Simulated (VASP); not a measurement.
# TiTe2 (Fm-3m) in VASP: a series of runs, part 2 of 3

VASP 6.6.1.

### Step 3. Single point, PBE

This run uses another cell than the first one, of 27.21 Å³/atom, 1.020 times its volume.

INCAR reads:

```
SYSTEM = TiTe2
PREC = Accurate
ENCUT = 520
EDIFF = 1E-6
ISMEAR = 0
SIGMA = 0.05
LREAL = .False.
LASPH = .True.
NELM = 80
ALGO = Normal
ISIF = 2
LWAVE = .False.
LCHARG = .False.
GGA = PE
NBANDS = 19
```

KPOINTS reads:

```
Automatic mesh
0
Gamma
  10 10 10
  0 0 0
```

POSCAR reads:

```
TiTe2
1.0
    0.0000000000      3.4428591255      3.4428591255
    3.4428591255      0.0000000000      3.4428591255
    3.4428591255      3.4428591255      0.0000000000
Ti Te
1 2
Direct
    0.0000000000      0.0000000000      0.0000000000
    0.2500000000      0.2500000000      0.2500000000
    0.7500000000      0.7500000000      0.7500000000
```

Potentials or basis: VASP PAW PBE potentials, release 64 (Ti_sv, Te).

Run with:

```sh
> cat potpaw_PBE.64/Ti_sv/POTCAR potpaw_PBE.64/Te/POTCAR > POTCAR
> mpirun -np 1 vasp_std > vasp.out
```

OUTCAR:

```text
SYSTEM = TiTe2
   PREC = Accurate
   ENCUT = 520
   EDIFF = 1E-6
   ISMEAR = 0
   LREAL = .False.
   LASPH = .True.
   NELM = 80
   ISIF = 2
   GGA = PE

 ion  position               nearest neighbor table
   1  0.000  0.000  0.000-   3 2.98   3 2.98   3 2.98   2 2.98   3 2.98   2 2.98   2 2.98   2 2.98

   2  0.250  0.250  0.250-   1 2.98   1 2.98   1 2.98   1 2.98   3 3.44   3 3.44   3 3.44   3 3.44
                             3 3.44   3 3.44
   3  0.750  0.750  0.750-   1 2.98   1 2.98   1 2.98   1 2.98   2 3.44   2 3.44   2 3.44   2 3.44
                             2 3.44   2 3.44

  LATTYP: Found a face centered cubic cell.
 ALAT       =     6.8857182510

  Lattice vectors:

 A1 = (   0.0000000000,   3.4428591255,   3.4428591255)
 A2 = (   3.4428591255,   0.0000000000,   3.4428591255)
 A3 = (   3.4428591255,   3.4428591255,   0.0000000000)

Analysis of symmetry for initial positions (statically):
=====================================================================
 Subroutine PRICEL returns:
 Original cell was already a primitive cell.

 Routine SETGRP: Setting up the symmetry group for a
 face centered cubic supercell.

 Subroutine GETGRP returns: Found 48 space group operations
 (whereof 48 operations were pure point group operations)
 out of a pool of 48 trial point group operations.

The static configuration has the point symmetry O_h .

Analysis of symmetry for dynamics (positions and initial velocities):
=====================================================================
 Subroutine PRICEL returns:
 Original cell was already a primitive cell.

 Routine SETGRP: Setting up the symmetry group for a
 face centered cubic supercell.

 Subroutine GETGRP returns: Found 48 space group operations
 (whereof 48 operations were pure point group operations)
 out of a pool of 48 trial point group operations.

The dynamic configuration has the point symmetry O_h .

 Subroutine INISYM returns: Found 48 space group operations
 (whereof 48 operations are pure point group operations),
 and found     1 'primitive' translations

----------------------------------------------------------------------------------------

                                     Primitive cell

  volume of cell :      81.6183

  direct lattice vectors                    reciprocal lattice vectors
     0.000000000  3.442859126  3.442859126    -0.145228132  0.145228132  0.145228132
     3.442859126  0.000000000  3.442859126     0.145228132 -0.145228132  0.145228132
     3.442859126  3.442859126  0.000000000     0.145228132  0.145228132 -0.145228132

  length of vectors
     4.868938069  4.868938069  4.868938069     0.251542504  0.251542504  0.251542504

  position of ions in fractional coordinates (direct lattice)
     0.000000000  0.000000000  0.000000000
     0.250000000  0.250000000  0.250000000
     0.750000000  0.750000000  0.750000000

  ion indices of the primitive-cell ions
   primitive index   ion index
                 1           1
                 2           2
                 3           3

----------------------------------------------------------------------------------------

 KPOINTS: Automatic mesh

Automatic generation of k-mesh.
 Grid dimensions read from file:
 generate k-points for:   10   10   10

 Generating k-lattice:

  Cartesian coordinates                     Fractional coordinates (reciprocal lattice)
    -0.014522813  0.014522813  0.014522813     0.100000000  0.000000000  0.000000000
     0.014522813 -0.014522813  0.014522813     0.000000000  0.100000000  0.000000000
     0.014522813  0.014522813 -0.014522813     0.000000000  0.000000000  0.100000000

  Length of vectors
     0.025154250  0.025154250  0.025154250

  Shift w.r.t. Gamma in fractional coordinates (k-lattice)
     0.000000000  0.000000000  0.000000000

 Subroutine IBZKPT returns following result:
 ===========================================

 Found     47 irreducible k-points:

 Following reciprocal coordinates:
            Coordinates               Weight
  0.000000  0.000000  0.000000      1.000000
  0.100000  0.000000  0.000000      8.000000
  0.200000  0.000000  0.000000      8.000000
  0.300000  0.000000  0.000000      8.000000
  0.400000  0.000000  0.000000      8.000000
  0.500000  0.000000  0.000000      4.000000
[... 16 lines left out ...]
  0.300000  0.300000  0.000000      6.000000
  0.400000  0.300000  0.000000     24.000000
 [... further k-points ...]
   k-points           NKPTS =     47   k-points in BZ     NKDIM =     47   number of bands    NBANDS=     19
   number of dos      NEDOS =    301   number of ions     NIONS =      3
   total plane-waves  NPLWV =  46656
   dimension x,y,z NGX =    36 NGY =   36 NGZ =   36
   dimension x,y,z NGXF=    72 NGYF=   72 NGZF=   72
   ions per type =               1   2
   NGX,Y,Z   is equivalent  to a cutoff of  12.29, 12.29, 12.29 a.u.
   NGXF,Y,Z  is equivalent  to a cutoff of  24.58, 24.58, 24.58 a.u.
 SYSTEM =  TiTe2
   PREC   = accura    normal or accurate (medium, high low for compatibility)
   ISTART =      0    job   : 0-new  1-cont  2-samecut
   ICHARG =      2    charge: 1-file 2-atom 10-const
   ISPIN  =      1    spin polarized calculation?
   LNONCOLLINEAR =      F non collinear calculations
   LSORBIT =      F    spin-orbit coupling
   LASPH  =      T    aspherical Exc in radial PAW
   ENCUT  =  520.0 eV  38.22 Ry    6.18 a.u.   9.05  9.05  9.05*2*pi/ulx,y,z
   NELM   =     80;   NELMIN=  2; NELMDL= -5     # of ELM steps
   EDIFF  = 0.1E-05   stopping-criterion for ELM
   LREAL  =      F    real-space projection
   EDIFFG = 0.1E-04   stopping-criterion for IOM
   NSW    =      0    number of steps for IOM
   IBRION =     -1    ionic relax: 0-MD 1-quasi-New 2-CG
   NFREE  =      0    steps in history (QN), initial steepest desc. (CG)
   ISIF   =      2    stress and relaxation
   ISYM   =      2    0-nonsym 1-usesym 2-fastsym
   POTIM  = 0.5000    time-step for ionic-motion
   TEBEG  =    0.0;   TEEND  =   0.0 temperature during run
   PSTRESS=    0.0 pullay stress
   NELECT =      24.0000    total number of electrons
   NUPDOWN=      -1.0000    fix difference up-down
   EMIN   =  10.00;   EMAX   =-10.00  energy-range for DOS
   EFERMI =   0.00;   METHOD = LEGACY
   ISMEAR =     0;   SIGMA  =   0.05  broadening in eV -4-tet -1-fermi 0-gaus
   EFERMI_NEDOS =   21; number of points for ismear=-14 and -15
   IALGO  =     38    algorithm
   IMIX   =      4    mixing-type and parameters
     AMIX     =   0.40;   BMIX     =  1.00
     AMIX_MAG =   1.60;   BMIX_MAG =  1.00
  volume/ion in A,a.u.               =      27.21       183.60
  Fermi-wavevector in a.u.,A,eV,Ry     =   1.088636  2.057224 16.124648  1.185128
  Thomas-Fermi vector in A             =   2.224822
   LORBIT       =      0    0 simple, 1 ext, 2 COOP (PROOUT), +10 PAW based schemes
   GGA     = PE    functional components
   LHFCALC =     F    Hartree Fock is set to
   AEXX    =    0.0000 exact exchange contribution
   IVDW    =     0    specifies the selected vdW correction
   LEPSILON=     F    determine dielectric tensor
   LRPA    =     F    only Hartree local field effects (RPA)
 non-spin polarized calculation
 Gauss-broadening in eV      SIGMA  =   0.05
  energy-cutoff  :      520.00
  volume of cell :       81.62
 maximum number of plane-waves:      2210
   NGX = 19   NGY = 19   NGZ = 19

 number of electron      23.9999994 magnetization

 Free energy of the ion-electron system (eV)
  ---------------------------------------------------
  ext. energy  EPLUGINS =         0.00000000
  ---------------------------------------------------
  free energy    TOTEN  =       -15.04682864 eV

  energy without entropy =      -15.03841992  energy(sigma->0) =      -15.04262428

 E-fermi :   7.3328     XC(G=0):  -9.7516

 val. band max:        7.3208333357   @ k =  -0.4000   0.4000   0.1000
 cond. band min:       7.3358308385   @ k =  -0.1000   0.1000   0.0000
 fundamental gap:      0.0149975028
 Fermi energy:         7.3327618903

 k-point     1 :       0.0000    0.0000    0.0000
  band No.  band energies     occupation
      1     -50.4791      2.00000
      2     -26.7302      2.00000
      3     -26.7302      2.00000
      4     -26.7302      2.00000
      5      -5.8377      2.00000
      6      -2.0628      2.00000
[... 11 lines left out ...]
     18      10.2959      0.00000
     19      10.2959      0.00000
[... 485 lines left out ...]
 k-point    24 :       0.4000    0.3000    0.0000
  band No.  band energies     occupation
      1     -50.4790      2.00000
      2     -26.7335      2.00000
      3     -26.7314      2.00000
      4     -26.7313      2.00000
      5      -4.8124      2.00000
      6      -3.2961      2.00000
[... 11 lines left out ...]
     18      10.2681      0.00000
     19      13.3858      0.00000

 [... further k-points ...]
[... 5 lines left out ...]
  --------------------------------------------------------------------------------------
  -------------------------------------------------------------------------------------
  Total       -0.0189107     -0.0189107     -0.0189107     -0.0000000     -0.0000000      0.0000000
  in kB       -0.3712187     -0.3712187     -0.3712187     -0.0000000     -0.0000000      0.0000000
  external PRESSURE =      -0.3712187 kB  Pullay stress =       0.0000000 kB

 VOLUME and BASIS-vectors are now :
 -----------------------------------------------------------------------------
  energy-cutoff  :      520.00
  volume of cell :       81.62
      direct lattice vectors                 reciprocal lattice vectors
     0.000000000  3.442859126  3.442859126    -0.145228132  0.145228132  0.145228132
     3.442859126  0.000000000  3.442859126     0.145228132 -0.145228132  0.145228132
     3.442859126  3.442859126  0.000000000     0.145228132  0.145228132 -0.145228132

 POSITION                                       TOTAL-FORCE (eV/Angst)
 -----------------------------------------------------------------------------------
      0.00000      0.00000      0.00000        -0.000000     -0.000000     -0.000000
      1.72143      1.72143      1.72143        -0.000000      0.000000      0.000000
      5.16429      5.16429      5.16429         0.000000     -0.000000     -0.000000
 -----------------------------------------------------------------------------------
    total drift:                               -0.000000      0.000000      0.000000

  FREE ENERGIE OF THE ION-ELECTRON SYSTEM (eV)
  ---------------------------------------------------
  free  energy   TOTEN  =       -15.0468286429 eV

  energy  without entropy=      -15.0384199184  energy(sigma->0) =      -15.04262428
```

stdout:

```text
POSCAR found type information on POSCAR TiTe
 POSCAR found :  2 types and       3 ions
 scaLAPACK will be used
 LDA part: xc-table for (Slater+PW92), standard interpolation
 POSCAR, INCAR and KPOINTS ok, starting setup
 FFT: planning ... GRIDC
 FFT: planning ... GRID_SOFT
 FFT: planning ... GRID
 WAVECAR not read
 entering main loop
```

It took 4.1 min on 1 thread of AMD EPYC 7R13, shared host; peak memory 0.22 GiB.

Results:

* Free energy: -15.0468 eV
* Pressure: 0.0 GPa
* Band gap on the k mesh: zero (band 12 reaches 7.46 eV, above the bottom of band 13 at 7.18 eV)

Caveat: spin-orbit coupling is left out, which moves the levels of the heavy elements.

### Step 4. Single point, PBE

This run uses another cell than the first one, of 27.21 Å³/atom, 1.020 times its volume.

INCAR reads:

```
PREC = Accurate
ENCUT = 520
EDIFF = 1E-6
ISMEAR = 0
SIGMA = 0.05
LREAL = False
LASPH = True
NELM = 80
ALGO = Normal
ISIF = 2
LWAVE = False
LCHARG = False
GGA = PE
NBANDS = 19
```

KPOINTS reads:

```
Automatic mesh
0
Gamma
  10 10 10
```

POSCAR is that of step 3.

Potentials or basis: VASP PAW PBE potentials, release 64 (Ti_sv, Te).

Run with:

```sh
> cat potpaw_PBE.64/Ti_sv/POTCAR potpaw_PBE.64/Te/POTCAR > POTCAR
> mpirun -np 1 vasp_std > vasp.out
```

OUTCAR:

```text
PREC = Accurate
   ENCUT = 520
   EDIFF = 1E-6
   ISMEAR = 0
   LREAL = False
   LASPH = True
   NELM = 80
   ISIF = 2
   GGA = PE

 ion  position               nearest neighbor table
   1  0.000  0.000  0.000-   3 2.98   3 2.98   3 2.98   2 2.98   3 2.98   2 2.98   2 2.98   2 2.98

   2  0.250  0.250  0.250-   1 2.98   1 2.98   1 2.98   1 2.98   3 3.44   3 3.44   3 3.44   3 3.44
                             3 3.44   3 3.44
   3  0.750  0.750  0.750-   1 2.98   1 2.98   1 2.98   1 2.98   2 3.44   2 3.44   2 3.44   2 3.44
                             2 3.44   2 3.44

  LATTYP: Found a face centered cubic cell.
 ALAT       =     6.8857182510

  Lattice vectors:

 A1 = (   0.0000000000,   3.4428591255,   3.4428591255)
 A2 = (   3.4428591255,   0.0000000000,   3.4428591255)
 A3 = (   3.4428591255,   3.4428591255,   0.0000000000)

Analysis of symmetry for initial positions (statically):
=====================================================================
 Subroutine PRICEL returns:
 Original cell was already a primitive cell.

 Routine SETGRP: Setting up the symmetry group for a
 face centered cubic supercell.

 Subroutine GETGRP returns: Found 48 space group operations
 (whereof 48 operations were pure point group operations)
 out of a pool of 48 trial point group operations.

The static configuration has the point symmetry O_h .

Analysis of symmetry for dynamics (positions and initial velocities):
=====================================================================
 Subroutine PRICEL returns:
 Original cell was already a primitive cell.

 Routine SETGRP: Setting up the symmetry group for a
 face centered cubic supercell.

 Subroutine GETGRP returns: Found 48 space group operations
 (whereof 48 operations were pure point group operations)
 out of a pool of 48 trial point group operations.

[... 116 lines left out ...]
   EFERMI =   0.00;   METHOD = LEGACY
   ISMEAR =     0;   SIGMA  =   0.05  broadening in eV -4-tet -1-fermi 0-gaus
   EFERMI_NEDOS =   21; number of points for ismear=-14 and -15
   IALGO  =     38    algorithm
   IMIX   =      4    mixing-type and parameters
     AMIX     =   0.40;   BMIX     =  1.00
     AMIX_MAG =   1.60;   BMIX_MAG =  1.00
  volume/ion in A,a.u.               =      27.21       183.60
  Fermi-wavevector in a.u.,A,eV,Ry     =   1.088636  2.057224 16.124648  1.185128
  Thomas-Fermi vector in A             =   2.224822
   LORBIT       =      0    0 simple, 1 ext, 2 COOP (PROOUT), +10 PAW based schemes
   GGA     = PE    functional components
   LHFCALC =     F    Hartree Fock is set to
   AEXX    =    0.0000 exact exchange contribution
   IVDW    =     0    specifies the selected vdW correction
   LEPSILON=     F    determine dielectric tensor
   LRPA    =     F    only Hartree local field effects (RPA)
 non-spin polarized calculation
 Gauss-broadening in eV      SIGMA  =   0.05
  energy-cutoff  :      520.00
  volume of cell :       81.62
 maximum number of plane-waves:      2210
   NGX = 19   NGY = 19   NGZ = 19

 number of electron      23.9999994 magnetization

 Free energy of the ion-electron system (eV)
  ---------------------------------------------------
  ext. energy  EPLUGINS =         0.00000000
  ---------------------------------------------------
  free energy    TOTEN  =       -15.04682864 eV

  energy without entropy =      -15.03841992  energy(sigma->0) =      -15.04262428

 E-fermi :   7.3328     XC(G=0):  -9.7516

 val. band max:        7.3208333357   @ k =  -0.4000   0.4000   0.1000
 cond. band min:       7.3358308385   @ k =  -0.1000   0.1000   0.0000
 fundamental gap:      0.0149975028
 Fermi energy:         7.3327618903

 k-point     1 :       0.0000    0.0000    0.0000
  band No.  band energies     occupation
      1     -50.4791      2.00000
      2     -26.7302      2.00000
      3     -26.7302      2.00000
      4     -26.7302      2.00000
      5      -5.8377      2.00000
      6      -2.0628      2.00000
[... 505 lines left out ...]
      6      -3.2961      2.00000
[... 11 lines left out ...]
     18      10.2681      0.00000
     19      13.3858      0.00000

 [... further k-points ...]

------------------------ aborting loop because EDIFF is reached ----------------------------------------

  FORCE on cell =-STRESS in cart. coord.  units (eV):
  Direction    XX          YY          ZZ          XY          YZ          ZX
  --------------------------------------------------------------------------------------
  -------------------------------------------------------------------------------------
  Total       -0.0189107     -0.0189107     -0.0189107     -0.0000000     -0.0000000      0.0000000
  in kB       -0.3712187     -0.3712187     -0.3712187     -0.0000000     -0.0000000      0.0000000
  external PRESSURE =      -0.3712187 kB  Pullay stress =       0.0000000 kB

 VOLUME and BASIS-vectors are now :
 -----------------------------------------------------------------------------
  energy-cutoff  :      520.00
  volume of cell :       81.62
      direct lattice vectors                 reciprocal lattice vectors
     0.000000000  3.442859126  3.442859126    -0.145228132  0.145228132  0.145228132
     3.442859126  0.000000000  3.442859126     0.145228132 -0.145228132  0.145228132
     3.442859126  3.442859126  0.000000000     0.145228132  0.145228132 -0.145228132

 POSITION                                       TOTAL-FORCE (eV/Angst)
 -----------------------------------------------------------------------------------
      0.00000      0.00000      0.00000        -0.000000     -0.000000     -0.000000
      1.72143      1.72143      1.72143        -0.000000      0.000000      0.000000
      5.16429      5.16429      5.16429         0.000000     -0.000000     -0.000000
 -----------------------------------------------------------------------------------
    total drift:                               -0.000000      0.000000      0.000000

  FREE ENERGIE OF THE ION-ELECTRON SYSTEM (eV)
  ---------------------------------------------------
  free  energy   TOTEN  =       -15.0468286429 eV

  energy  without entropy=      -15.0384199184  energy(sigma->0) =      -15.04262428
```

OSZICAR:

```text
N       E                     dE             d eps       ncg     rms          rms(c)
DAV:   1     0.179462538409E+03    0.17946E+03   -0.10683E+04  1786   0.117E+03
DAV:   2     0.627722185154E-01   -0.17940E+03   -0.17501E+03  1881   0.299E+02
DAV:   3    -0.169181528595E+02   -0.16981E+02   -0.16401E+02  2897   0.829E+01
DAV:   4    -0.174946230011E+02   -0.57647E+00   -0.57219E+00  2202   0.138E+01
DAV:   5    -0.175131108280E+02   -0.18488E-01   -0.18476E-01  2582   0.260E+00    0.132E+01
DAV:   6    -0.188456885904E+02   -0.13326E+01   -0.58409E+01  1952   0.376E+01    0.184E+01
DAV:   7    -0.153859371172E+02    0.34598E+01   -0.50542E+01  2089   0.368E+01    0.649E+00
DAV:   8    -0.150458913353E+02    0.34005E+00   -0.20294E+00  2036   0.864E+00    0.258E+00
DAV:   9    -0.151264119728E+02   -0.80521E-01   -0.53342E-01  2540   0.421E+00    0.264E+00
DAV:  10    -0.150483059834E+02    0.78106E-01   -0.61359E-01  2131   0.465E+00    0.748E-01
DAV:  11    -0.150468155878E+02    0.14904E-02   -0.13133E-02  2041   0.739E-01    0.495E-01
DAV:  12    -0.150468616311E+02   -0.46043E-04   -0.52820E-04  2177   0.152E-01    0.165E-01
DAV:  13    -0.150468728368E+02   -0.11206E-04   -0.34482E-05  2365   0.395E-02    0.991E-02
DAV:  14    -0.150468263349E+02    0.46502E-04   -0.26213E-04  2156   0.108E-01    0.970E-03
DAV:  15    -0.150468277749E+02   -0.14400E-05   -0.71610E-06  2285   0.199E-02    0.738E-03
DAV:  16    -0.150468287824E+02   -0.10076E-05   -0.37788E-06  1756   0.110E-02    0.894E-03
DAV:  17    -0.150468286429E+02    0.13958E-06   -0.11663E-06  1206   0.884E-03
   1 F= -.15046829E+02 E0= -.15042624E+02  d E =-.840872E-02
```

Run time: 4 min. Hardware: 1 thread of AMD EPYC 7R13, shared host; peak memory 0.22 GiB.

Results:

```yaml
Free_energy: -15.0468 eV
Pressure: 0.0 GPa
Band_gap_on_the_k_mesh: zero (band 12 reaches 7.46 eV, above the bottom of band 13 at 7.18 eV)
```

Caveat: spin-orbit coupling is left out, which moves the levels of the heavy elements.

(Continued in part 3 of 3.)
